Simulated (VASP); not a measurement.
Set up this calculation in VASP 6.6.1, as the native input.

* Task: single point
* Functional: PBE
* Potentials or basis: VASP PAW PBE potentials, release 64 (Sn_d, H)
* Cutoff: 520 eV
* k mesh: 6 × 4 × 4
* Occupations: gaussian, width 0.2 eV
* Spin: no spin polarisation
* Dipole correction: no
* Further INCAR settings: ALGO = Normal; EDIFF = 1e-06; NBANDS = 40

The structure of SnH lies in POSCAR:

```
SnH
1.0
   -2.3636269988      4.0939220521      0.0000000000
    0.0000000000      0.0000000000      5.7143712902
    7.0908809964      4.0939220521      0.0000000000
Sn H
4 4
Direct
    0.0000000000      0.9291099554      0.3333333333
    0.5000000000      0.9291099554      0.8333333333
    0.5000000000      0.0708900446      0.1666666667
    0.0000000000      0.0708900446      0.6666666667
    0.0000000000      0.6249123383      0.3333333333
    0.5000000000      0.6249123383      0.8333333333
    0.5000000000      0.3750876617      0.1666666667
    0.0000000000      0.3750876617      0.6666666667
```

One way to write it, as run:

INCAR

```
  PREC = Accurate
  ENCUT = 520
  EDIFF = 1E-6
  ISMEAR = 0
  SIGMA = 0.2
  LREAL = False
  LASPH = True
  NELM = 100
  ALGO = Normal
  ISIF = 2
  LWAVE = False
  LCHARG = False
  GGA = PE
  NBANDS = 40
```

KPOINTS

```
regular mesh
0
Gamma
  6 4 4
```

Potentials or basis: VASP PAW PBE potentials, release 64 (Sn_d, H).

The run is started by

```bash
$ cat potpaw_PBE.64/Sn_d/POTCAR potpaw_PBE.64/H/POTCAR > POTCAR
$ mpirun -np 1 vasp_std > vasp.out
```

Results of the run:

| Quantity | Value |
| --- | --- |
| Pressure | -0.1 GPa |
| Largest force | 0.018 eV/Å |

It took 10 min on 1 thread of Intel Xeon 8259CL, with other jobs on the host, peak memory 0.45 GiB.
